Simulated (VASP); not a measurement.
RbBr: single point with PBEsol

RbBr:

```xyz
2
Lattice="4.0701 0.0000 0.0000 0.0000 4.0701 0.0000 0.0000 0.0000 4.0701" Properties=species:S:1:pos:R:3 pbc="T T T"
Rb    0.0000    0.0000    0.0000
Br    2.0350    2.0350    2.0350
```

```yaml
Program: VASP 6.6.1
Task: single point
Functional: PBEsol
Potentials_or_basis: VASP PAW PBE potentials, release 64 (Rb_sv, Br)
Cutoff: 520 eV
k_mesh: 12 × 12 × 12
Occupations: fermi-dirac, width 0.05 eV
Spin: no spin polarisation
Dipole_correction: no
Further_INCAR_settings: ALGO = Normal; EDIFF = 1e-07; NBANDS = 15
```

The pressure is 0.1 GPa and the band gap on the k mesh is 4.04 eV, indirect (least direct gap 4.20 eV).

Levels at points of the mesh, in eV from the valence-band top:
```
           k point  band 6  band 7  band 8  band 9  band 10  band 11
(0.00, 0.00, 0.00)   -0.16   -0.16   -0.16    4.04     5.41     5.41
(0.50, 0.00, 0.00)   -1.88   -0.26   -0.26    6.79     7.12     7.76
(0.50, 0.50, 0.00)   -1.12   -1.12    0.00    5.19     6.12     7.92
(0.50, 0.50, 0.50)   -1.47   -1.47   -1.47    8.23     8.23     8.23
```

It took 32 s on 1 thread of Intel(R) Xeon(R) 6975P-C (Granite Rapids), on a shared host, peak memory 0.22 GiB.

Caveat: the PAW data sets were made with another functional, which shifts forces and pressure a little. A k mesh can miss the band edges.
